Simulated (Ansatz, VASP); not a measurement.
**Two plane-wave programs on BeS**

File INCAR:

```
SYSTEM = BeS
PREC     = Accurate       ! precision mode
ENCUT    = 520            ! plane-wave cutoff, eV
EDIFF    = 1E-6           ! SCF threshold, eV
ISMEAR   = 0              ! smearing method
SIGMA    = 0.05           ! smearing width, eV
LREAL    = .FALSE.        ! projectors in reciprocal space
LASPH    = .TRUE.         ! aspherical terms in the spheres
NELM     = 100            ! most SCF steps
ALGO     = Normal         ! electronic algorithm
ISIF     = 2              ! what is computed and relaxed
LWAVE    = .FALSE.        ! write WAVECAR
LCHARG   = .FALSE.        ! write CHGCAR
GGA      = PS             ! functional
NBANDS   = 11             ! bands
```

KPOINTS

```
Automatic mesh
0
G
  10 10 10
  0 0 0
```

POSCAR

```
BeS
1.0
    0.0000000000      2.3849201357      2.3469003500
    2.3469003500      0.0000000000      2.3469003500
    2.3469003500      2.3849201357      0.0000000000
Be S
1 1
Direct
    0.0000000000      0.0000000000      0.0000000000
    0.7500000000      0.7500000000      0.7500000000
```

Input for Ansatz:

```yaml
crystal:
  lattice:
    - [0.0, 2.3849201357, 2.34690035]
    - [2.34690035, 0.0, 2.34690035]
    - [2.34690035, 2.3849201357, 0.0]
  atoms:
    - { symbol: Be, position: [0.0, 0.0, 0.0] }
    - { symbol: S, position: [0.75, 0.75, 0.75] }
basis:
  ecutwfc: 520.0
kpoints:
  mp_grid: { grid: [10, 10, 10] }
hamiltonian:
  xc: pbesol
scf:
  occupations: { method: gaussian, width: 0.05 }
output:
  forces: true
  stress: true
  eigenvalues: true
```

Alike in both runs: task single point; functional PBEsol; k mesh 10 × 10 × 10; occupations gaussian, width 0.05 eV; no spin polarisation.

|  | VASP | Ansatz |
| --- | --- | --- |
| version | VASP 6.6.1 | Ansatz 0.2.0 |
| potentials or method | VASP PAW PBE potentials, release 64 (Be, S), cutoff 520 eV | scalar-relativistic, plane waves, PAW |
| valence electrons in the cell | 8 | 8 |

Ansatz gave:

```
gap on the k mesh at the Fermi level (eV)                     : 2.65
least direct gap on the mesh (eV)                             : 5.49
pressure (GPa)                                                : 8.4
traceless stress, the component that is largest in VASP (GPa) : -1.09
```

What did VASP give for the same quantities?

gap on the k mesh at the Fermi level (eV): 2.65; least direct gap on the mesh (eV): 5.52; pressure (GPa): 8.5; traceless stress, the component that is largest in VASP (GPa): -1.09.

VASP's potentials were made for PBE, not for PBEsol.
